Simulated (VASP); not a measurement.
# CdTe (gw) (F-43m) in VASP: a series of runs

Runs on CdTe (gw). Level: PBEsol. Tasks: single point.

All numbers are computed with VASP 6.6.1; they aren't measurements. Logs are shortened: lines on timing, memory, paths and dates and some standing lists are left out, and cuts for length are marked.

## Step 1: The cell of the first run

The structure is cubic, space group F-43m (No. 216). Conventional cell: a = 6.426 Å, b = 6.426 Å, c = 6.426 Å, α = 90.00°, β = 90.00°, γ = 90.00°. Cd (site symmetry -43m) has 4 Te at 2.78 Å within 3.7 Å. Within 3.7 Å of Te (site symmetry -43m) lie 4 Cd at 2.78 Å.

## Step 2: Single point, PBEsol

INCAR reads:

```
PREC = Accurate
ENCUT = 500
EDIFF = 1E-6
ISMEAR = 0
SIGMA = 0.01
LREAL = F
LASPH = T
NELM = 120
ALGO = Normal
ISIF = 2
LWAVE = F
LCHARG = F
GGA = PS
NBANDS = 16
GGA_COMPAT = F
```

KPOINTS reads:

```
Automatic mesh
0
Gamma
  4 4 4
```

POSCAR reads:

```
CdTe
1.0
    0.0000000000      3.2128218933      3.2128218933
    3.2128218933      0.0000000000      3.2128218933
    3.2128218933      3.2128218933      0.0000000000
Cd Te
1 1
Direct
    0.0000000000      0.0000000000      0.0000000000
    0.2500000000      0.2500000000      0.2500000000
```

Potentials or basis: VASP PAW PBE potentials, release 64 (Cd, Te).

Started as:

```console
$ cat potpaw_PBE.64/Cd/POTCAR potpaw_PBE.64/Te/POTCAR > POTCAR
$ mpirun -np 1 vasp_std > vasp.out
```

OUTCAR:

```text
PREC = Accurate
   ENCUT = 500
   EDIFF = 1E-6
   ISMEAR = 0
   LREAL = F
   LASPH = T
   NELM = 120
   ISIF = 2
   GGA = PS

 ion  position               nearest neighbor table
   1  0.000  0.000  0.000-   2 2.78   2 2.78   2 2.78   2 2.78
   2  0.250  0.250  0.250-   1 2.78   1 2.78   1 2.78   1 2.78

  LATTYP: Found a face centered cubic cell.
 ALAT       =     6.4256437866

  Lattice vectors:

 A1 = (   0.0000000000,   3.2128218933,   3.2128218933)
 A2 = (   3.2128218933,   0.0000000000,   3.2128218933)
 A3 = (   3.2128218933,   3.2128218933,   0.0000000000)

Analysis of symmetry for initial positions (statically):
[... 5 lines left out ...]
 face centered cubic supercell.

 Subroutine GETGRP returns: Found 24 space group operations
 (whereof 24 operations were pure point group operations)
 out of a pool of 48 trial point group operations.

The static configuration has the point symmetry T_d .

Analysis of symmetry for dynamics (positions and initial velocities):
[... 5 lines left out ...]
 face centered cubic supercell.

 Subroutine GETGRP returns: Found 24 space group operations
 (whereof 24 operations were pure point group operations)
 out of a pool of 48 trial point group operations.

The dynamic configuration has the point symmetry T_d .

 Subroutine INISYM returns: Found 24 space group operations
 (whereof 24 operations are pure point group operations),
 and found     1 'primitive' translations

----------------------------------------------------------------------------------------

                                     Primitive cell

  volume of cell :      66.3269

  direct lattice vectors                    reciprocal lattice vectors
     0.000000000  3.212821893  3.212821893    -0.155626430  0.155626430  0.155626430
     3.212821893  0.000000000  3.212821893     0.155626430 -0.155626430  0.155626430
     3.212821893  3.212821893  0.000000000     0.155626430  0.155626430 -0.155626430

  length of vectors
     4.543616295  4.543616295  4.543616295     0.269552883  0.269552883  0.269552883

  position of ions in fractional coordinates (direct lattice)
     0.000000000  0.000000000  0.000000000
     0.250000000  0.250000000  0.250000000

  ion indices of the primitive-cell ions
   primitive index   ion index
                 1           1
                 2           2

----------------------------------------------------------------------------------------

 KPOINTS: Automatic mesh

Automatic generation of k-mesh.
 Grid dimensions read from file:
 generate k-points for:    4    4    4

 Generating k-lattice:

  Cartesian coordinates                     Fractional coordinates (reciprocal lattice)
    -0.038906607  0.038906607  0.038906607     0.250000000  0.000000000  0.000000000
     0.038906607 -0.038906607  0.038906607     0.000000000  0.250000000  0.000000000
     0.038906607  0.038906607 -0.038906607     0.000000000  0.000000000  0.250000000

  Length of vectors
     0.067388221  0.067388221  0.067388221

  Shift w.r.t. Gamma in fractional coordinates (k-lattice)
     0.000000000  0.000000000  0.000000000

 Subroutine IBZKPT returns following result:
 ===========================================

 Found      8 irreducible k-points:

 Following reciprocal coordinates:
            Coordinates               Weight
  0.000000  0.000000  0.000000      1.000000
  0.250000  0.000000  0.000000      8.000000
  0.500000  0.000000  0.000000      4.000000
  0.250000  0.250000  0.000000      6.000000
  0.500000  0.250000  0.000000     24.000000
 -0.250000  0.250000  0.000000     12.000000
  0.500000  0.500000  0.000000      3.000000
 -0.250000  0.500000  0.250000      6.000000
   k-points           NKPTS =      8   k-points in BZ     NKDIM =      8   number of bands    NBANDS=     16
   number of dos      NEDOS =    301   number of ions     NIONS =      2
   total plane-waves  NPLWV =  46656
   dimension x,y,z NGX =    36 NGY =   36 NGZ =   36
   dimension x,y,z NGXF=    72 NGYF=   72 NGZF=   72
   ions per type =               1   1
   NGX,Y,Z   is equivalent  to a cutoff of  13.17, 13.17, 13.17 a.u.
   NGXF,Y,Z  is equivalent  to a cutoff of  26.34, 26.34, 26.34 a.u.
 SYSTEM =  unknown system
   PREC   = accura    normal or accurate (medium, high low for compatibility)
   ISTART =      0    job   : 0-new  1-cont  2-samecut
   ICHARG =      2    charge: 1-file 2-atom 10-const
   ISPIN  =      1    spin polarized calculation?
   LNONCOLLINEAR =      F non collinear calculations
   LSORBIT =      F    spin-orbit coupling
   LASPH  =      T    aspherical Exc in radial PAW
   ENCUT  =  500.0 eV  36.75 Ry    6.06 a.u.   8.28  8.28  8.28*2*pi/ulx,y,z
   NELM   =    120;   NELMIN=  2; NELMDL= -5     # of ELM steps
   EDIFF  = 0.1E-05   stopping-criterion for ELM
   LREAL  =      F    real-space projection
   EDIFFG = 0.1E-04   stopping-criterion for IOM
   NSW    =      0    number of steps for IOM
   IBRION =     -1    ionic relax: 0-MD 1-quasi-New 2-CG
   NFREE  =      0    steps in history (QN), initial steepest desc. (CG)
   ISIF   =      2    stress and relaxation
   ISYM   =      2    0-nonsym 1-usesym 2-fastsym
   POTIM  = 0.5000    time-step for ionic-motion
   TEBEG  =    0.0;   TEEND  =   0.0 temperature during run
   PSTRESS=    0.0 pullay stress
   NELECT =      18.0000    total number of electrons
   NUPDOWN=      -1.0000    fix difference up-down
   EMIN   =  10.00;   EMAX   =-10.00  energy-range for DOS
   EFERMI =   0.00;   METHOD = LEGACY
   ISMEAR =     0;   SIGMA  =   0.01  broadening in eV -4-tet -1-fermi 0-gaus
   EFERMI_NEDOS =   21; number of points for ismear=-14 and -15
   IALGO  =     38    algorithm
   IMIX   =      4    mixing-type and parameters
     AMIX     =   0.40;   BMIX     =  1.00
     AMIX_MAG =   1.60;   BMIX_MAG =  1.00
  volume/ion in A,a.u.               =      33.16       223.80
  Fermi-wavevector in a.u.,A,eV,Ry     =   1.059910  2.002940 15.284912  1.123409
  Thomas-Fermi vector in A             =   2.195272
   LORBIT       =      0    0 simple, 1 ext, 2 COOP (PROOUT), +10 PAW based schemes
   GGA     = PS    functional components
   LHFCALC =     F    Hartree Fock is set to
   AEXX    =    0.0000 exact exchange contribution
   IVDW    =     0    specifies the selected vdW correction
   LEPSILON=     F    determine dielectric tensor
   LRPA    =     F    only Hartree local field effects (RPA)
 non-spin polarized calculation
 Gauss-broadening in eV      SIGMA  =   0.01
  energy-cutoff  :      500.00
  volume of cell :       66.33
 maximum number of plane-waves:      1708
 NGX is ok and might be reduce to    36
   NGX = 17   NGY = 17   NGZ = 17

 number of electron      17.9999994 magnetization

 Free energy of the ion-electron system (eV)
  ---------------------------------------------------
  ext. energy  EPLUGINS =         0.00000000
  ---------------------------------------------------
  free energy    TOTEN  =        -5.40993590 eV

  energy without entropy =       -5.40993590  energy(sigma->0) =       -5.40993590

 E-fermi :   2.5330     XC(G=0):  -8.8822

 val. band max:        2.4780531995   @ k =   0.0000   0.0000   0.0000
 cond. band min:       3.2032831702   @ k =   0.0000   0.0000   0.0000
 fundamental gap:      0.7252299707
 Fermi energy:         2.5329705105

 k-point     1 :       0.0000    0.0000    0.0000
  band No.  band energies     occupation
      1      -8.8815      2.00000
      2      -5.9037      2.00000
      3      -5.9037      2.00000
      4      -5.9037      2.00000
      5      -5.6216      2.00000
      6      -5.6216      2.00000
[... 8 lines left out ...]
     15      11.8529      0.00000
     16      11.8529      0.00000

 k-point     2 :       0.2500    0.0000    0.0000
  band No.  band energies     occupation
      1      -8.6649      2.00000
      2      -5.8649      2.00000
      3      -5.8649      2.00000
      4      -5.6998      2.00000
      5      -5.6222      2.00000
      6      -5.6222      2.00000
[... 8 lines left out ...]
     15      10.8658      0.00000
     16      10.8658      0.00000

 k-point     3 :       0.5000    0.0000    0.0000
  band No.  band energies     occupation
      1      -8.4503      2.00000
      2      -5.8352      2.00000
      3      -5.8352      2.00000
      4      -5.6118      2.00000
      5      -5.6118      2.00000
      6      -5.2493      2.00000
[... 8 lines left out ...]
     15      12.7862      0.00000
     16      12.7862      0.00000

 k-point     4 :       0.2500    0.2500    0.0000
  band No.  band energies     occupation
      1      -8.5946      2.00000
      2      -5.8196      2.00000
      3      -5.8196      2.00000
      4      -5.7417      2.00000
      5      -5.6050      2.00000
      6      -5.5964      2.00000
[... 8 lines left out ...]
     15      12.3861      0.00000
     16      13.0842      0.00000

 k-point     5 :       0.5000    0.2500    0.0000
  band No.  band energies     occupation
      1      -8.3856      2.00000
      2      -5.8002      2.00000
      3      -5.7781      2.00000
      4      -5.6681      2.00000
      5      -5.6043      2.00000
      6      -5.1941      2.00000
[... 8 lines left out ...]
     15      13.0155      0.00000
     16      13.4363      0.00000

 k-point     6 :      -0.2500    0.2500    0.0000
  band No.  band energies     occupation
      1      -8.4535      2.00000
      2      -5.8166      2.00000
      3      -5.8158      2.00000
      4      -5.6309      2.00000
      5      -5.6309      2.00000
      6      -5.3390      2.00000
[... 8 lines left out ...]
     15      11.9843      0.00000
     16      13.5488      0.00000

 k-point     7 :       0.5000    0.5000    0.0000
  band No.  band energies     occupation
      1      -8.3190      2.00000
      2      -5.7415      2.00000
      3      -5.7248      2.00000
      4      -5.7248      2.00000
      5      -5.5883      2.00000
      6      -5.1021      2.00000
[... 8 lines left out ...]
     15      13.3271      0.00000
     16      14.0737      0.00000

 k-point     8 :      -0.2500    0.5000    0.2500
  band No.  band energies     occupation
      1      -8.3209      2.00000
      2      -5.7695      2.00000
      3      -5.7667      2.00000
      4      -5.6540      2.00000
      5      -5.6225      2.00000
      6      -5.0090      2.00000
[... 8 lines left out ...]
     15      13.6623      0.00000
     16      13.7609      0.00000

------------------------ aborting loop because EDIFF is reached ----------------------------------------

  FORCE on cell =-STRESS in cart. coord.  units (eV):
  Direction    XX          YY          ZZ          XY          YZ          ZX
  --------------------------------------------------------------------------------------
  -------------------------------------------------------------------------------------
  Total        0.7285279      0.7285279      0.7285279      0.0000000      0.0000000     -0.0000000
  in kB       17.5981422     17.5981422     17.5981422      0.0000000      0.0000000     -0.0000000
  external PRESSURE =      17.5981422 kB  Pullay stress =       0.0000000 kB

 VOLUME and BASIS-vectors are now :
 -----------------------------------------------------------------------------
  energy-cutoff  :      500.00
  volume of cell :       66.33
      direct lattice vectors                 reciprocal lattice vectors
     0.000000000  3.212821893  3.212821893    -0.155626430  0.155626430  0.155626430
     3.212821893  0.000000000  3.212821893     0.155626430 -0.155626430  0.155626430
     3.212821893  3.212821893  0.000000000     0.155626430  0.155626430 -0.155626430

 POSITION                                       TOTAL-FORCE (eV/Angst)
 -----------------------------------------------------------------------------------
      0.00000      0.00000      0.00000         0.000000      0.000000     -0.000000
      1.60641      1.60641      1.60641        -0.000000     -0.000000      0.000000
 -----------------------------------------------------------------------------------
    total drift:                                0.000000      0.000000      0.000000

  FREE ENERGIE OF THE ION-ELECTRON SYSTEM (eV)
  ---------------------------------------------------
  free  energy   TOTEN  =        -5.4099358969 eV

  energy  without entropy=       -5.4099358969  energy(sigma->0) =       -5.40993590
```

Run time: 20 s. Hardware: 1 thread of Intel Xeon 8259CL, shared host; peak memory 0.2 GiB.

Results:

```
Free energy            : -5.4099 eV
Pressure               : 1.8 GPa
Band gap on the k mesh : 0.73 eV, direct
```

Levels at points of the mesh, in eV from the valence-band top:
```
           k point  band 6  band 7  band 8  band 9  band 10  band 11  band 12  band 13
(0.00, 0.00, 0.00)   -8.10    0.00    0.00    0.00     0.73     4.50     4.50     4.50
(0.50, 0.00, 0.00)   -7.73   -4.64   -0.83   -0.83     1.74     5.10     5.10     6.93
(0.50, 0.50, 0.00)   -7.58   -4.49   -1.98   -1.98     2.41     2.57     8.87     9.19
```

Caveat: the k points lie up to 0.42 Å⁻¹ apart; the PAW data sets were made with another functional, which shifts forces and pressure a little; spin-orbit coupling is left out, which moves the levels of the heavy elements. PBEsol gaps usually lie below the measured ones, often by a third to a half.

## Step 3: Single point, PBEsol

INCAR reads:

```
SYSTEM = CdTe
ALGO = Normal
EDIFF = 1E-6
ENCUT = 500
GGA = PS
GGA_COMPAT = .False.
ISIF = 2
ISMEAR = 0
LASPH = .True.
LCHARG = .False.
LREAL = .False.
LWAVE = .False.
NBANDS = 16
NELM = 120
PREC = Accurate
SIGMA = 0.01
```

KPOINTS reads:

```
k-points
0
Gamma
  4 4 4
  0 0 0
```

POSCAR is that of step 2.

Potentials or basis: VASP PAW PBE potentials, release 64 (Cd, Te).

Started as:

```console
$ cat potpaw_PBE.64/Cd/POTCAR potpaw_PBE.64/Te/POTCAR > POTCAR
$ mpirun -np 1 vasp_std > vasp.out
```

It took 24 s on 1 thread of Intel Xeon 8259CL, shared host; peak memory 0.2 GiB.

Results (log left out):

| Item | Value |
| --- | --- |
| Free energy | -5.4099 eV |
| Pressure | 1.8 GPa |
| Band gap on the k mesh | 0.73 eV, direct |

Levels at points of the mesh, in eV from the valence-band top:
```
           k point  band 5  band 6  band 7  band 8  band 9  band 10  band 11  band 12  band 13  band 14
(0.00, 0.00, 0.00)   -8.10   -8.10    0.00    0.00    0.00     0.73     4.50     4.50     4.50     7.32
(0.50, 0.00, 0.00)   -8.09   -7.73   -4.64   -0.83   -0.83     1.74     5.10     5.10     6.93     8.62
(0.50, 0.50, 0.00)   -8.07   -7.58   -4.49   -1.98   -1.98     2.41     2.57     8.87     9.19     9.19
```

Caveat: the k points lie up to 0.42 Å⁻¹ apart; the PAW data sets were made with another functional, which shifts forces and pressure a little; spin-orbit coupling is left out, which moves the levels of the heavy elements. PBEsol gaps usually lie below the measured ones, often by a third to a half.
